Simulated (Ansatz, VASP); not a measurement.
**Si4O: VASP beside Ansatz**

The input INCAR:

```
  PREC = Accurate
  ENCUT = 520
  EDIFF = 1E-7
  ISMEAR = 0
  SIGMA = 0.05
  LREAL = False
  LASPH = True
  NELM = 150
  ALGO = Fast
  ISIF = 2
  LWAVE = False
  LCHARG = True
  ISPIN = 2
  MAGMOM = 0 0 0 0 2
  LORBIT = 11
  LDIPOL = True
  IDIPOL = 3
  DIPOL = 0.5 0.5 0.326
  GGA = PE
  IVDW = 12
  LELF = True
  LVHAR = True
  LVACPOTAV = True
  NBANDS = 23
```

File KPOINTS:

```
Automatic mesh
0
Gamma
  7 7 1
```

Contents of POSCAR:

```
Si4O
1.0
    3.8333442603      0.0000000000      0.0000000000
    0.0000000000      3.8333442603      0.0000000000
    0.0000000000      0.0000000000     21.2034818054
Si O
4 1
Direct
    0.0000000000      0.5000000000      0.1886482624
    0.0000000000      0.0000000000      0.2525666261
    0.5000000000      0.0000000000      0.3191936744
    0.5000000000      0.5000000000      0.3821769405
    0.5000000000      0.6250000000      0.4859334849
```

Input for Ansatz:

```yaml
crystal:
  lattice:
    - [3.8333442603, 0.0, 0.0]
    - [0.0, 3.8333442603, 0.0]
    - [0.0, 0.0, 21.2034818054]
  atoms:
    - { symbol: Si, position: [0.0, 0.5, 0.1886482624] }
    - { symbol: Si, position: [0.0, 0.0, 0.2525666261] }
    - { symbol: Si, position: [0.5, 0.0, 0.3191936744] }
    - { symbol: Si, position: [0.5, 0.5, 0.3821769405] }
    - { symbol: O, position: [0.5, 0.625, 0.4859334849], spin: 2.0 }
basis:
  ecutwfc: 420
kpoints:
  mp_grid: { grid: [7, 7, 1] }
hamiltonian:
  xc: pbe
  pseudopotentials: { kind: paw, azcp: { folder: soft_1 } }
  dispersion: d3bj
scf:
  occupations: { method: gaussian, width: 0.05 }
output:
  forces: true
  eigenvalues: true
  populations: true
magnetization:
  spin_polarized: true
efield:
  axis: 3
  dipole_correction: true
  ramp_width: 0.04
```

Alike in both runs: task single point; functional PBE; dispersion D3(BJ); k mesh 7 × 7 × 1; occupations gaussian, width 0.05 eV; collinear spin.

```csv
,VASP,Ansatz
version,VASP 6.6.1,Ansatz 0.2.0
potentials or method,"VASP PAW PBE potentials, release 64 (Si, O), cutoff 520 eV","scalar-relativistic, plane waves, PAW"
valence electrons in the cell,22,22
```

```csv
,VASP,Ansatz,Ansatz less VASP
gap on the k mesh at the Fermi level (eV),none,none,-
rms of the force components (eV/Å),1.495,1.508,+0.0127
net moment per atom (μB),0.18,0.18,-0.002
size of the moment on the site where the two differ most (μB),0.77,0.88,+0.103
"work function, face that differs most (eV)",8.10,8.11,+0.012
```

Site moments also hang on the region over which each program counts them. Atom by atom the forces differ by 0.013 eV/Å (rms over components). A gap of «none» marks a metal or a gap that the smearing closes.
